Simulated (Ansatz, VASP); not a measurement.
KTaO3: VASP beside Ansatz

```xyz
5
Lattice="3.9883 0.0000 0.0000 0.0000 3.9883 0.0000 0.0000 0.0000 3.9883" Properties=species:S:1:pos:R:3 pbc="T T T"
K     1.9942    1.9942    1.9942
Ta   -0.2250    0.0000    0.0000
O     1.9942    0.0000    0.0000
O     0.0000    1.9942    0.0000
O     0.0000    0.0000    1.9942
```

Change from the starting cell: all Ta atoms moved +0.225 Å, as atom 2 towards its neighbour atom 3 (O) at 1.994 Å.

Alike in both runs: task single point; functional r2SCAN; k mesh 6 × 6 × 6; occupations gaussian, width 0.05 eV; no spin polarisation.

```csv
,VASP,Ansatz
version,VASP 6.6.1,Ansatz 0.2.0
potentials or method,"VASP PAW PBE potentials, release 64 (K_sv, Ta_pv, O), cutoff 520 eV","scalar-relativistic, plane waves, PAW"
valence electrons in the cell,38,40
```

```tsv
	VASP	Ansatz	Ansatz less VASP
gap on the k mesh at the Fermi level (eV)	2.60	2.63	+0.031
least direct gap on the mesh (eV)	3.46	3.48	+0.020
pressure (GPa)	6.2	5.0	-1.20
traceless stress, the component that is largest in VASP (GPa)	11.57	11.13	-0.438
rms of the force components (eV/Å)	1.147	1.057	-0.0902
```

VASP's potentials were made for PBE, not for r2SCAN. Atom by atom the forces differ by 0.094 eV/Å (rms over components). VASP's potentials hold 38 valence electrons a cell and Ansatz's 40, so a difference there can come from the potentials and not from the codes.

Neither program's run includes spin-orbit coupling.
